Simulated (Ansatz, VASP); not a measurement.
# Two plane-wave programs on Nb

```
Nb
1.0
    -1.62512    1.62512    1.62512
     1.62512   -1.62512    1.62512
     1.62512    1.62512   -1.62512
Nb
1
Direct
  0.00000 0.00000 0.00000
```

Alike in both runs: functional LDA; k mesh 26 × 26 × 26; occupations fermi-dirac, width 0.15 eV; no spin polarisation.

Ansatz relaxed the structure, and its values are those at the end. VASP's run is a single point on that final structure, the one shown.

|  | VASP | Ansatz |
| --- | --- | --- |
| version | VASP 6.6.1 | Ansatz 0.2.0 |
| potentials or method | VASP PAW LDA potentials, release 64 (Nb_sv), cutoff 520 eV | scalar-relativistic, plane waves, PAW |
| valence electrons in the cell | 13 | 13 |

```tsv
	VASP	Ansatz	Ansatz less VASP
gap on the k mesh at the Fermi level (eV)	none	none	-
pressure (GPa)	-0.2	0.0	+0.15
```

Ansatz warns that its potentials were made for another functional, while VASP's fit it. LDA's correlation is that of Perdew and Zunger in VASP and of Perdew and Wang (1992) in Ansatz. A gap of «none» marks a metal or a gap that the smearing closes.
